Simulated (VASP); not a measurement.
Write the native input for VASP 6.6.1 that does the following.

* Task: single point
* Functional: PBEsol
* Potentials or basis: VASP PAW PBE potentials, release 64 (Zr_sv)
* Cutoff: 520 eV
* k mesh: 12 × 12 × 12
* Occupations: fermi-dirac, width 0.1 eV
* Spin: no spin polarisation
* Dipole correction: no
* Further INCAR settings: ALGO = Normal; EDIFF = 1e-07; NBANDS = 19

The structure of Zr lies in POSCAR:

```
Zr
1.0
    0.0000000000      3.0694575045      3.0694575045
    3.0694575045      0.0000000000      3.0694575045
    3.0694575045      3.0694575045      0.0000000000
Zr
2
Direct
   -0.1250000000     -0.1250000000     -0.1250000000
    0.1250000000      0.1250000000      0.1250000000
```

This isn't the form of Zr at room conditions, which is hcp.

The input as run:

INCAR

```
SYSTEM = Zr
PREC = Accurate
ENCUT = 520
EDIFF = 1E-7
ISMEAR = -1
SIGMA = 0.1
LREAL = .False.
LASPH = .True.
NELM = 80
ALGO = Normal
ISIF = 2
LWAVE = .False.
LCHARG = .False.
GGA = PS
NBANDS = 19
```

KPOINTS

```
Automatic mesh
0
Gamma
  12 12 12
  0 0 0
```

Potentials or basis: VASP PAW PBE potentials, release 64 (Zr_sv).

The run is started by

```sh
$ cat potpaw_PBE.64/Zr_sv/POTCAR > POTCAR
$ mpirun -np 1 vasp_std > vasp.out
```

It gave:

* Pressure: 0.2 GPa
* Band gap on the k mesh: zero (bands 12 and 13 overlap by 0.26 eV)

Caveat: the PAW data sets were made with another functional, which shifts forces and pressure a little.

Run time: 24 s on 1 thread of Intel(R) Xeon(R) 6975P-C (Granite Rapids), on a shared host, peak memory 0.2 GiB.
